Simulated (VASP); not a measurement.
# Ti7Cu5Ni4Ag4 in VASP: a series of runs

Runs on Ti7Cu5Ni4Ag4. Level: PBE. Tasks: single point.

All numbers are computed with VASP 6.6.1; they aren't measurements. Logs are shortened: lines on timing, memory, paths and dates and some standing lists are left out, and cuts for length are marked.

### Step 1. The cell of the first run

The cell holds a disordered packing, 20 atoms: a = 6.721 Å, b = 6.670 Å, c = 6.500 Å, α = 86.41°, β = 87.69°, γ = 88.07°.

### Step 2. Single point, PBE

Contents of INCAR:

```
PREC = Accurate
ENCUT = 400
EDIFF = 1E-6
ISMEAR = -1
SIGMA = 0.1448
LREAL = Auto
LASPH = True
NELM = 120
ALGO = Normal
ISIF = 2
LWAVE = False
LCHARG = False
GGA = PE
ISYM = -1
NBANDS = 128
GGA_COMPAT = False
```

Contents of KPOINTS:

```
explicit points
1
Reciprocal
  0.25000000   0.25000000   0.25000000 1
```

Contents of POSCAR:

```
Ti7Cu5Ni4Ag4
1.0
    6.7185500000      0.1110650000      0.1315620000
    0.1110650000      6.6664200000      0.2049450000
    0.1315620000      0.2049450000      6.4951710000
Ti Cu Ni Ag
7 5 4 4
Direct
    0.7122866642      0.1730050270      0.0354861522
    0.9421375194      0.8602687054      0.9035984940
    0.4074251855      0.8438581137      0.1541814414
    0.9936889873      0.5618054902      0.2715976320
    0.2270357805      0.6510604221      0.8082024539
    0.1773064009      0.1291442112      0.8891600783
    0.7851707984      0.2300198778      0.6162233351
    0.5037561709      0.9305121906      0.7179401450
    0.6706434297      0.5148903868      0.2759785075
    0.4525396320      0.1276773136      0.3726028389
    0.5100454539      0.3168793499      0.7823072805
   -0.0046964798      0.2060605233      0.2330948337
    0.9474467952      0.4051978650      0.9031333784
    0.4463403807      0.6929434961      0.5056860338
    0.8568940027      0.6082772299      0.5848914423
    0.1202926727      0.9026402719      0.4595698011
    0.6293921621      0.6378676847      0.9419096304
    0.7541672702      0.9081311887      0.3010587865
    0.3251119240      0.3964372852      0.1339822748
    0.1413389381      0.3320584004      0.5456606851
```

Potentials or basis: VASP PAW PBE potentials, release 64 (Ti_sv, Cu, Ni, Ag).

Command:

```
cat potpaw_PBE.64/Ti_sv/POTCAR potpaw_PBE.64/Cu/POTCAR potpaw_PBE.64/Ni/POTCAR potpaw_PBE.64/Ag/POTCAR > POTCAR
mpirun -np 1 vasp_std > vasp.out
```

OUTCAR:

```text
PREC = Accurate
   ENCUT = 400
   EDIFF = 1E-6
   ISMEAR = -1
   LREAL = Auto
   LASPH = True
   NELM = 120
   ISIF = 2
   GGA = PE
   ISYM = -1

 ion  position               nearest neighbor table
   1  0.712  0.173  0.035-  11 2.32  13 2.35  12 2.36  18 2.41   2 2.72  10 2.75   7 2.75   9 2.84
                            19 3.02  17 3.16
   2  0.942  0.860  0.904-   5 2.41   6 2.43  17 2.61   1 2.72  15 2.84  18 2.86
   3  0.407  0.844  0.154-  17 2.44  14 2.46  10 2.47  18 2.61  16 2.75  19 3.07
   4  0.994  0.562  0.272-   9 2.20  15 2.24  12 2.40  20 2.49  19 2.60  13 2.71  18 2.78  16 2.82

   5  0.227  0.651  0.808-   2 2.41  14 2.42  13 2.57   8 2.70  19 2.72  16 2.84  17 2.87  20 2.90
                            15 2.96
   6  0.177  0.129  0.889-  13 2.37   2 2.43  20 2.55  12 2.58  11 2.65  19 2.70   8 2.76
   7  0.785  0.230  0.616-  11 2.18  20 2.53  13 2.56  15 2.58   1 2.75  12 2.82   8 2.83  18 3.08

   8  0.504  0.931  0.718-  14 2.22  17 2.51  10 2.56  11 2.64   5 2.70   6 2.76   7 2.83  18 3.14

   9  0.671  0.515  0.276-   4 2.20  17 2.30  14 2.41  15 2.53  19 2.69  18 2.72   1 2.84
  10  0.453  0.128  0.373-  19 2.45   3 2.47  18 2.51   8 2.56  20 2.70  16 2.75   1 2.75
  11  0.510  0.317  0.782-   7 2.18   1 2.32  17 2.60  19 2.63   8 2.64   6 2.65  20 2.96
  12  0.995  0.206  0.233-   1 2.36   4 2.40  13 2.48  20 2.50  16 2.57   6 2.58  18 2.61  19 2.63
                             7 2.82
  13  0.947  0.405  0.903-   1 2.35   6 2.37  12 2.48  15 2.49   7 2.56   5 2.57  17 2.61  20 2.68
                             4 2.71  19 3.00
  14  0.446  0.693  0.506-   8 2.22   9 2.41   5 2.42   3 2.46  16 2.58  18 2.80  15 2.86  17 3.13
                            20 3.21
  15  0.857  0.608  0.585-   4 2.24  13 2.49   9 2.53   7 2.58  20 2.63  18 2.73  17 2.74  16 2.75
                             2 2.84  14 2.86   5 2.96
  16  0.120  0.903  0.460-  12 2.57  14 2.58  18 2.70   3 2.75  15 2.75  10 2.75   4 2.82   5 2.84
                            20 2.96
  17  0.629  0.638  0.942-   9 2.30   3 2.44   8 2.51  11 2.60   2 2.61  13 2.61  15 2.74  19 2.85
                             5 2.87  14 3.13   1 3.16  18 3.19
  18  0.754  0.908  0.301-   1 2.41  10 2.51  12 2.61   3 2.61  16 2.70   9 2.72  15 2.73   4 2.78
                            14 2.80   2 2.86   7 3.08   8 3.14  17 3.19
  19  0.325  0.396  0.134-  10 2.45   4 2.60  12 2.63  11 2.63   9 2.69   6 2.70   5 2.72  17 2.85
                            20 2.91  13 3.00   1 3.02   3 3.07
  20  0.141  0.332  0.546-   4 2.49  12 2.50   7 2.53   6 2.55  15 2.63  13 2.68  10 2.70   5 2.90
                            19 2.91  16 2.96  11 2.96  14 3.21

IMPORTANT INFORMATION: All symmetrisations will be switched off!
NOSYMM: (Re-)initialisation of all symmetry stuff for point group C_1.

----------------------------------------------------------------------------------------

                                     Primitive cell

  volume of cell :     290.4384

  direct lattice vectors                    reciprocal lattice vectors
     6.718550000  0.111065000  0.131562000     0.148938762 -0.002390948 -0.002941365
     0.111065000  6.666420000  0.204945000    -0.002390948  0.150189586 -0.004690569
     0.131562000  0.204945000  6.495171000    -0.002941365 -0.004690569  0.154168117

  length of vectors
     6.720755768  6.670494247  6.499735174     0.148986990  0.150281835  0.154267499

  position of ions in fractional coordinates (direct lattice)
     0.712286664  0.173005027  0.035486152
     0.942137519  0.860268705  0.903598494
     0.407425186  0.843858114  0.154181441
     0.993688987  0.561805490  0.271597632
     0.227035781  0.651060422  0.808202454
     0.177306401  0.129144211  0.889160078
[... 12 lines left out ...]
     0.325111924  0.396437285  0.133982275
     0.141338938  0.332058400  0.545660685

  ion indices of the primitive-cell ions
   primitive index   ion index
                 1           1
                 2           2
                 3           3
                 4           4
                 5           5
                 6           6
[... 12 lines left out ...]
                19          19
                20          20

----------------------------------------------------------------------------------------

 KPOINTS: explicit points

Read explicit list of k-points.

 Found      1 k-points:

 Following reciprocal coordinates:
            Coordinates               Weight
  0.250000  0.250000  0.250000      1.000000
   k-points           NKPTS =      1   k-points in BZ     NKDIM =      1   number of bands    NBANDS=    128
   number of dos      NEDOS =    301   number of ions     NIONS =     20
   total plane-waves  NPLWV =  96768
   dimension x,y,z NGX =    48 NGY =   48 NGZ =   42
   dimension x,y,z NGXF=    96 NGYF=   96 NGZF=   84
   ions per type =               7   5   4   4
   NGX,Y,Z   is equivalent  to a cutoff of  11.87, 11.96, 10.74 a.u.
   NGXF,Y,Z  is equivalent  to a cutoff of  23.75, 23.93, 21.48 a.u.
 SYSTEM =  unknown system
   PREC   = accura    normal or accurate (medium, high low for compatibility)
   ISTART =      0    job   : 0-new  1-cont  2-samecut
   ICHARG =      2    charge: 1-file 2-atom 10-const
   ISPIN  =      1    spin polarized calculation?
   LNONCOLLINEAR =      F non collinear calculations
   LSORBIT =      F    spin-orbit coupling
   LASPH  =      T    aspherical Exc in radial PAW
   ENCUT  =  400.0 eV  29.40 Ry    5.42 a.u.  10.96 10.88 10.60*2*pi/ulx,y,z
   NELM   =    120;   NELMIN=  2; NELMDL= -5     # of ELM steps
   EDIFF  = 0.1E-05   stopping-criterion for ELM
   LREAL  =      T    real-space projection
   EDIFFG = 0.1E-04   stopping-criterion for IOM
   NSW    =      0    number of steps for IOM
   IBRION =     -1    ionic relax: 0-MD 1-quasi-New 2-CG
   NFREE  =      0    steps in history (QN), initial steepest desc. (CG)
   ISIF   =      2    stress and relaxation
   ISYM   =     -1    0-nonsym 1-usesym 2-fastsym
   POTIM  = 0.5000    time-step for ionic-motion
   TEBEG  =    0.0;   TEEND  =   0.0 temperature during run
   PSTRESS=    0.0 pullay stress
   NELECT =     223.0000    total number of electrons
   NUPDOWN=      -1.0000    fix difference up-down
   EMIN   =  10.00;   EMAX   =-10.00  energy-range for DOS
   EFERMI =   0.00;   METHOD = LEGACY
   ISMEAR =    -1;   SIGMA  =   0.14  broadening in eV -4-tet -1-fermi 0-gaus
   EFERMI_NEDOS =   21; number of points for ismear=-14 and -15
   IALGO  =     38    algorithm
   IMIX   =      4    mixing-type and parameters
     AMIX     =   0.40;   BMIX     =  1.00
     AMIX_MAG =   1.60;   BMIX_MAG =  1.00
  volume/ion in A,a.u.               =      14.52        98.00
  Fermi-wavevector in a.u.,A,eV,Ry     =   1.499081  2.832852 30.575610  2.247244
  Thomas-Fermi vector in A             =   2.610757
   LORBIT       =      0    0 simple, 1 ext, 2 COOP (PROOUT), +10 PAW based schemes
   GGA     = PE    functional components
   LHFCALC =     F    Hartree Fock is set to
   AEXX    =    0.0000 exact exchange contribution
   IVDW    =     0    specifies the selected vdW correction
   LEPSILON=     F    determine dielectric tensor
   LRPA    =     F    only Hartree local field effects (RPA)
 non-spin polarized calculation
  energy-cutoff  :      400.00
  volume of cell :      290.44
 maximum number of plane-waves:      5271
 NGX is ok and might be reduce to    48
   NGX = 21   NGY = 21   NGZ = 21

 number of electron     222.9999995 magnetization

 Free energy of the ion-electron system (eV)
  ---------------------------------------------------
  ext. energy  EPLUGINS =         0.00000000
  ---------------------------------------------------
  free energy    TOTEN  =      -100.96222409 eV

  energy without entropy =      -99.69144453  energy(sigma->0) =     -100.32683431

 E-fermi :   8.6514     XC(G=0): -12.1565

 val. band max:        8.5307935493   @ k =   0.2500   0.2500   0.2500
 cond. band min:       8.6751168318   @ k =   0.2500   0.2500   0.2500
 fundamental gap:      0.1443232825
 Fermi energy:         8.6513637140

 k-point     1 :       0.2500    0.2500    0.2500
  band No.  band energies     occupation
      1     -48.5806      2.00000
      2     -48.5671      2.00000
      3     -48.4942      2.00000
      4     -48.2679      2.00000
      5     -48.2218      2.00000
      6     -48.1449      2.00000
[... 115 lines left out ...]
    122       9.6940      0.00149
    123       9.7879      0.00078
 [bands above 123 left out]

------------------------ aborting loop because EDIFF is reached ----------------------------------------

  FORCE on cell =-STRESS in cart. coord.  units (eV):
  Direction    XX          YY          ZZ          XY          YZ          ZX
  --------------------------------------------------------------------------------------
  -------------------------------------------------------------------------------------
  Total       21.9482258     14.5778687     21.1719589     -2.3593903     -1.6540098     -1.3722705
  in kB      121.0754164     80.4175033    116.7932099    -13.0153644     -9.1241964     -7.5700067
  external PRESSURE =     106.0953765 kB  Pullay stress =       0.0000000 kB

 VOLUME and BASIS-vectors are now :
 -----------------------------------------------------------------------------
  energy-cutoff  :      400.00
  volume of cell :      290.44
      direct lattice vectors                 reciprocal lattice vectors
     6.718550000  0.111065000  0.131562000     0.148938762 -0.002390948 -0.002941365
     0.111065000  6.666420000  0.204945000    -0.002390948  0.150189586 -0.004690569
     0.131562000  0.204945000  6.495171000    -0.002941365 -0.004690569  0.154168117

 POSITION                                       TOTAL-FORCE (eV/Angst)
 -----------------------------------------------------------------------------------
      4.80942      1.23971      0.35966        -1.333668      0.239267     -0.574854
      6.54422      6.02474      6.16928        -0.415994     -0.121043     -0.140205
      2.85131      5.70236      1.22798        -2.759017      0.499332      0.941771
      6.77428      3.91126      2.00994         2.089617      3.146488     -1.107750
      1.70399      4.53109      5.41271        -0.526735      0.368088     -1.284321
      1.32256      1.06285      5.82504         1.200709     -0.854496     -0.013162
[... 12 lines left out ...]
      2.24594      2.70638      0.99426         0.648016      0.286034      0.002843
      1.05826      2.34117      3.63081         2.747959      0.220558      0.406407
 -----------------------------------------------------------------------------------
    total drift:                               -0.004723      0.002313     -0.004492

  FREE ENERGIE OF THE ION-ELECTRON SYSTEM (eV)
  ---------------------------------------------------
  free  energy   TOTEN  =      -100.9622240871 eV

  energy  without entropy=      -99.6914445349  energy(sigma->0) =     -100.32683431
```

Wall time 4.5 min (1 thread of Intel Xeon 8259CL, shared host); peak memory 0.32 GiB.

Results:

* Free energy: -100.9622 eV
* Pressure: 10.6 GPa
* Largest force: 3.936 eV/Å
* Band gap on the k mesh: zero (an odd number of electrons rules out a gap without spin polarisation)

Forces on the atoms (eV/Å):
```
Ti  -1.334  0.239 -0.575
Ti  -0.416 -0.121 -0.140
Ti  -2.759  0.499  0.942
Ti   2.090  3.146 -1.108
Ti  -0.527  0.368 -1.284
Ti   1.201 -0.854 -0.013
Ti   1.103 -1.378 -2.049
Cu   0.415  1.726  0.687
Cu  -1.672 -1.750  2.011
Cu  -0.361  0.174  1.255
Cu  -3.038  1.324 -0.565
Cu   0.740 -1.423  0.206
Ni   0.346  0.904 -0.030
Ni  -0.167 -1.206 -0.730
Ni  -0.483  0.523  1.123
Ni   0.203 -0.133  0.612
Ag   0.273 -0.961 -2.837
Ag   0.991 -1.585  2.086
Ag   0.648  0.286  0.003
Ag   2.748  0.221  0.406
```

Stress tensor (GPa, compression positive):
```
12.11 -1.30 -0.76
-1.30  8.04 -0.91
-0.76 -0.91 11.68
```

Caveat: the atoms stand as in a frame of molecular dynamics.

### Step 3. Single point, PBE

Contents of INCAR:

```
PREC     = Accurate       # precision mode
ENCUT    = 400            # plane-wave cutoff, eV
EDIFF    = 1E-6           # SCF threshold, eV
ISMEAR   = -1             # smearing method
SIGMA    = 0.1448         # smearing width, eV
LREAL    = Auto         
LASPH    = T              # aspherical terms in the spheres
NELM     = 120            # most SCF steps
ALGO     = Normal         # electronic algorithm
ISIF     = 2              # what is computed and relaxed
LWAVE    = F              # write WAVECAR
LCHARG   = F              # write CHGCAR
GGA      = PE             # functional
ISYM     = -1           
NBANDS   = 128            # bands
GGA_COMPAT= F
```

KPOINTS is that of step 2.

Contents of POSCAR:

```
Ti7Cu5Ni4Ag4
1.0
    6.7185500000      0.1110650000      0.1315620000
    0.1110650000      6.6664200000      0.2049450000
    0.1315620000      0.2049450000      6.4951710000
Ti Cu Ni Ag
7 5 4 4
Direct
    0.7170855081      0.2054443001      0.0122564924
    0.9459760202      0.8777364486      0.9040833269
    0.3715966262      0.8625627438      0.1609655978
    1.0024763132      0.6192751595      0.2519342237
    0.1900240784      0.6809805689      0.8045987534
    0.1974975700      0.0988427774      0.8869865769
    0.7916007330      0.1982086259      0.5848638254
    0.5711421317      0.9693320858      0.7316562773
    0.6522967124      0.4720169323      0.3109055989
    0.4958285671      0.1654730491      0.4348042458
    0.4744757027      0.3605963505      0.7177956683
    0.0213111731      0.1945008883      0.2222570083
    0.9612292773      0.4086058949      0.9108422270
    0.4155302910      0.7234196882      0.4967266845
    0.8068711424      0.6362722370      0.5812188170
    0.1198931320      0.9279227981      0.4384491928
    0.6344527064      0.6280122399      0.8919717686
    0.7399074209      0.9098283416      0.3303682891
    0.3527996497      0.4109589163      0.1033182956
    0.1560921411      0.3281006809      0.5510682647
```

Potentials or basis: VASP PAW PBE potentials, release 64 (Ti_sv, Cu, Ni, Ag).

Command:

```
cat potpaw_PBE.64/Ti_sv/POTCAR potpaw_PBE.64/Cu/POTCAR potpaw_PBE.64/Ni/POTCAR potpaw_PBE.64/Ag/POTCAR > POTCAR
mpirun -np 1 vasp_std > vasp.out
```

It took 5.3 min on 1 thread of Intel Xeon 8259CL, shared host; peak memory 0.31 GiB.

It converged, with:

```
Free energy            : -102.1859 eV
Pressure               : 7.8 GPa
Largest force          : 3.631 eV/Å
Band gap on the k mesh : zero (an odd number of electrons rules out a gap without spin polarisation)
```

Forces on the atoms (eV/Å):
```
Ti  -1.589 -0.706  0.263
Ti  -2.367  0.073  0.351
Ti   0.217  0.033  0.095
Ti   0.957 -0.278  0.477
Ti   1.126 -0.606 -1.318
Ti   1.328  1.402 -0.834
Ti   3.231  1.314  0.396
Cu  -1.312 -1.001  0.968
Cu  -0.056  0.605  0.057
Cu  -2.946 -0.450 -2.074
Cu   0.142  0.561  0.437
Cu   0.272  0.216 -0.231
Ni   0.623  0.376 -0.601
Ni   0.698 -0.617  0.354
Ni   2.123 -0.808 -0.490
Ni  -0.333 -0.739  1.175
Ag  -0.989  0.065  2.701
Ag   0.110 -0.231 -1.408
Ag  -1.118 -0.469  0.673
Ag  -0.116  1.262 -0.992
```

Stress tensor (GPa, compression positive):
```
 9.54  0.61  0.17
 0.61  6.20 -1.75
 0.17 -1.75  7.53
```

Levels at points of the mesh, in eV from the Fermi level:
| k point | band 107 | band 108 | band 109 | band 110 | band 111 | band 112 | band 113 | band 114 | band 115 | band 116 |
| --- | --- | --- | --- | --- | --- | --- | --- | --- | --- | --- |
| (0.25, 0.25, 0.25) | -0.61 | -0.48 | -0.35 | -0.22 | -0.10 | 0.03 | 0.11 | 0.25 | 0.29 | 0.38 |

Caveat: the atoms stand as in a frame of molecular dynamics.

### Step 4. Single point, PBE

INCAR: that of step 3 with these lines changed.

```diff
@@ -11,6 +11,8 @@
 LWAVE    = F              # write WAVECAR
-LCHARG   = F              # write CHGCAR
+LCHARG   = T              # write CHGCAR
 GGA      = PE             # functional
+LELF     = T              # ELF
+LVHAR    = T            
+NBANDS   = 128            # bands
 ISYM     = -1           
-NBANDS   = 128            # bands
 GGA_COMPAT= F
```

KPOINTS is that of step 3.

Contents of POSCAR:

```
Ti7Cu5Ni4Ag4
1.0
    6.7185500000      0.1110650000      0.1315620000
    0.1110650000      6.6664200000      0.2049450000
    0.1315620000      0.2049450000      6.4951710000
Ti Cu Ni Ag
7 5 4 4
Direct
    0.6486352510      0.2193787128      0.0119285049
    0.9189212815      0.8432579101      0.9547664543
    0.3686604846      0.8706793090      0.1347813504
    1.0416504085      0.6033908247      0.2701087402
    0.2358273470      0.6708234187      0.7706417856
    0.2377610494      0.1036083260      0.8686645313
    0.8621113093      0.2323778764      0.5796583690
    0.5480927343      0.9447942347      0.7130249487
    0.6385974624      0.4907660683      0.3332427720
    0.4704759831      0.1555747055      0.3840750275
    0.5592191092      0.3851891860      0.6875573280
    0.0019081900      0.2046389711      0.2372379758
    0.9694864129      0.4174422753      0.8936078390
    0.4153252090      0.7602827244      0.4771667816
    0.8916752040      0.6343152732      0.5885387287
    0.0840831891      0.9021977374      0.4278233679
    0.6044268767      0.6208259744      0.9104815273
    0.7271368426      0.8988998030      0.3037006112
    0.3116252594      0.4261727931      0.1127546872
    0.1833719582      0.3528028175      0.5367148987
```

Command:

```
cat potpaw_PBE.64/Ti_sv/POTCAR potpaw_PBE.64/Cu/POTCAR potpaw_PBE.64/Ni/POTCAR potpaw_PBE.64/Ag/POTCAR > POTCAR
mpirun -np 1 vasp_std > vasp.out
```

It took 5 min on 1 thread of Intel Xeon 8259CL, shared host; peak memory 0.31 GiB.

The run converged. Its results:

```yaml
Free_energy: -102.2067 eV
Pressure: 9.0 GPa
Largest_force: 3.275 eV/Å
Band_gap_on_the_k_mesh: zero (an odd number of electrons rules out a gap without spin polarisation)
```

Forces on the atoms (eV/Å):
```
Ti   1.308 -1.508  0.522
Ti   0.281  1.267 -1.141
Ti  -0.654  0.356  0.137
Ti  -2.147  1.123 -0.251
Ti  -1.339  0.458  0.002
Ti  -0.664  0.607 -0.451
Ti  -2.438 -1.988  0.911
Cu   1.074  1.445  0.337
Cu   0.443  0.203 -0.572
Cu  -0.349  0.031  0.534
Cu  -1.875 -1.234 -1.999
Cu   0.043 -0.512 -2.186
Ni   0.045 -0.366  0.453
Ni  -0.218 -1.307 -0.581
Ni  -1.328  0.037  1.202
Ni   1.272  0.674  0.913
Ag   1.638  1.402  1.984
Ag   0.909 -0.064  0.415
Ag   1.133 -1.263 -0.598
Ag   2.866  0.641  0.370
```

Stress tensor (GPa, compression positive):
```
10.07 -1.72 -2.14
-1.72  6.87  0.34
-2.14  0.34  9.96
```

Levels at points of the mesh, in eV from the Fermi level:
```tsv
k point	band 108	band 109	band 110	band 111	band 112	band 113	band 114	band 115
(0.25, 0.25, 0.25)	-0.44	-0.39	-0.23	-0.06	0.01	0.12	0.22	0.32
```

Caveat: the atoms stand as in a frame of molecular dynamics.

### Step 5. Summary

| cell | gap on the mesh (eV) | pressure (GPa) | largest force (eV/Å) |
| --- | --- | --- | --- |
| as given, atomic positions A | none | 10.6 | 3.94 |
| as given, atomic positions B | none | 7.8 | 3.63 |
| as given, atomic positions C | none | 9.0 | 3.27 |

Alike in all rows: task single point; level PBE; potentials or basis VASP PAW PBE potentials, release 64 (Ti_sv, Cu, Ni, Ag); no spin polarisation; k mesh 1 × 1 × 1, shifted; cutoff (eV) 400; smearing fermi-dirac 0.1448 eV.

Caveats: the atoms stand as in a frame of molecular dynamics.

Absolute energies hang on the potentials; compare differences alone.

The gap in the log of VASP goes by the Fermi energy; the results here count the filled bands.